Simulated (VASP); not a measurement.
Runs of VASP 6.6.1 on Al3Cu. The structure is that of space group Pm-3m (No. 221), or close to it. The cells are those of the table. 

```tsv
cell	gap on the mesh (eV)	pressure (GPa)
a = 3.922 Å, 4 atoms	none	(b)
a = 3.889 Å, 4 atoms	none	(a)
a = 3.826, b = 3.826, c = 3.600 Å, 4 atoms	none	11.1
a = 3.955 Å, 4 atoms	none	-6.8
a = 3.785 Å, 4 atoms	none	6.8
a = 3.820 Å, 4 atoms	none	3.4
a = 3.674, b = 3.674, c = 3.904 Å, 4 atoms	none	11.2
a = 3.855 Å, 4 atoms	none	0.2
```

Alike in all rows: task single point; level LDA; potentials or basis VASP PAW LDA potentials, release 64 (Al, Cu); no spin polarisation; k mesh 12 × 12 × 12; cutoff (eV) 520; smearing gaussian 0.15 eV.

Problem. Estimate the missing entries.

Solution. (a) -2.5; (b) -4.8.

Caveats: the cell stands under pressure (at least some runs); the cell stands under tension (at least some runs).

A gap of «none» marks levels without a gap at the run's occupations.
